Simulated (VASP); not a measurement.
Write the native input for VASP 6.6.1 that does the following.

```yaml
Task: single point
Functional: r2SCAN
Potentials_or_basis: VASP PAW PBE potentials, release 64 (Ca_sv)
Cutoff: 520 eV
k_mesh: 6 × 6 × 6
Occupations: gaussian, width 0.1 eV
Spin: no spin polarisation
Dipole_correction: no
Further_INCAR_settings: ALGO = Normal; EDIFF = 1e-06; NBANDS = 11
```

Crystal: Ca.

```xyz
1
Lattice="0.0000 2.8005 2.8005 2.8005 0.0000 2.8005 2.8005 2.8005 0.0000" Properties=species:S:1:pos:R:3 pbc="T T T"
Ca    0.0000    0.0000    0.0000
```

One way to write it, as run:

POSCAR

```
Ca
1.0
    0.0000000000      2.8005000000      2.8005000000
    2.8005000000      0.0000000000      2.8005000000
    2.8005000000      2.8005000000      0.0000000000
Ca
1
Direct
    0.0000000000      0.0000000000      0.0000000000
```

INCAR.step1

```
SYSTEM = Ca
PREC     = Accurate       ! precision mode
ENCUT    = 520            ! plane-wave cutoff, eV
ISMEAR   = 0              ! smearing method
SIGMA    = 0.1            ! smearing width, eV
LREAL    = .False.        ! projectors in reciprocal space
LASPH    = .True.         ! aspherical terms in the spheres
NELM     = 100            ! most SCF steps
NBANDS   = 11             ! bands
GGA      = PE             ! functional
ALGO     = Normal         ! electronic algorithm
EDIFF    = 1E-4           ! SCF threshold, eV
LWAVE    = .True.         ! write WAVECAR
LCHARG   = .False.        ! write CHGCAR
```

INCAR.step2

```
SYSTEM = Ca
PREC     = Accurate       ! precision mode
ENCUT    = 520            ! plane-wave cutoff, eV
EDIFF    = 1E-6           ! SCF threshold, eV
ISMEAR   = 0              ! smearing method
SIGMA    = 0.1            ! smearing width, eV
LREAL    = .False.        ! projectors in reciprocal space
LASPH    = .True.         ! aspherical terms in the spheres
NELM     = 100            ! most SCF steps
ALGO     = Normal         ! electronic algorithm
ISIF     = 2              ! what is computed and relaxed
LWAVE    = .False.        ! write WAVECAR
LCHARG   = .True.         ! write CHGCAR
METAGGA  = R2SCAN         ! meta-GGA
LMIXTAU  = .True.       
LELF     = .True.         ! ELF
LVHAR    = .True.       
NBANDS   = 11             ! bands
ISTART   = 1
```

KPOINTS

```
regular mesh
0
Gamma
  6 6 6
  0 0 0
```

Potentials or basis: VASP PAW PBE potentials, release 64 (Ca_sv).

Run with:

```console
$ cat potpaw_PBE.64/Ca_sv/POTCAR > POTCAR
$ cp INCAR.step1 INCAR
$ mpirun -np 1 vasp_std > vasp.out
$ cp INCAR.step2 INCAR
$ mpirun -np 1 vasp_std > vasp.out
```

It gave:

```yaml
Pressure: -0.4 GPa
Band_gap_on_the_k_mesh: zero (band 5 reaches 1.92 eV, above the bottom of band 6 at 1.54 eV)
```

Caveat: the PAW data sets were made with another functional, which shifts forces and pressure a little.

Wall time 28 s on 1 thread of AMD EPYC 9R45 96-Core Processor (Zen 5) (shared host), peak memory 0.13 GiB.
